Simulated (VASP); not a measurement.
Wanted: the native input for a VASP 6.6.1 run.

- Task: single point
- Functional: PBE
- Potentials or basis: VASP PAW PBE potentials, release 64 (Na_pv)
- Cutoff: 520 eV
- k mesh: 2 × 2 × 2
- Occupations: methfessel-paxton, width 0.15 eV
- Spin: no spin polarisation
- Dipole correction: no
- Further INCAR settings: ALGO = Normal; EDIFF = 1e-06; NBANDS = 34

The structure of Na lies in POSCAR:

```
Na
1.0
   -4.2843900000      4.2843900000      4.2843900000
    4.2843900000     -4.2843900000      4.2843900000
    4.2843900000      4.2843900000     -4.2843900000
Na
7
Direct
    0.0031641611      0.0028091514      0.0032504044
   -0.0020556018     -0.0013654219      0.5010260504
   -0.0031925198      0.4981186353     -0.0063179356
    0.5015351077     -0.0001525305      0.0030091798
    0.4966205224     -0.0041232241      0.4986666713
    0.4995692502      0.4980213052      0.0006801435
    0.5055753561      0.5006195748      0.5035628176
```

One way to write it, as run:

INCAR

```
PREC = Accurate ; ENCUT = 520
EDIFF = 1E-6 ; ISMEAR = 1
SIGMA = 0.15 ; LREAL = F
LASPH = T ; NELM = 60
ALGO = Normal ; ISIF = 2
LWAVE = F ; LCHARG = F
GGA = PE ; NBANDS = 34
```

KPOINTS

```
Automatic mesh
0
Gamma
  2 2 2
```

Potentials or basis: VASP PAW PBE potentials, release 64 (Na_pv).

Run with:

```bash
$ cat potpaw_PBE.64/Na_pv/POTCAR > POTCAR
$ mpirun -np 1 vasp_std > vasp.out
```

Results of the run:

* Pressure: -0.3 GPa
* Largest force: 0.003 eV/Å
* Band gap on the k mesh: zero (an odd number of electrons rules out a gap without spin polarisation)

Caveat: the k points lie up to 0.52 Å⁻¹ apart, too coarse for converged energies and pressures of a metal.

Run time: 2 min on 1 thread of Intel Xeon 8259CL, on a shared host, peak memory 0.42 GiB.
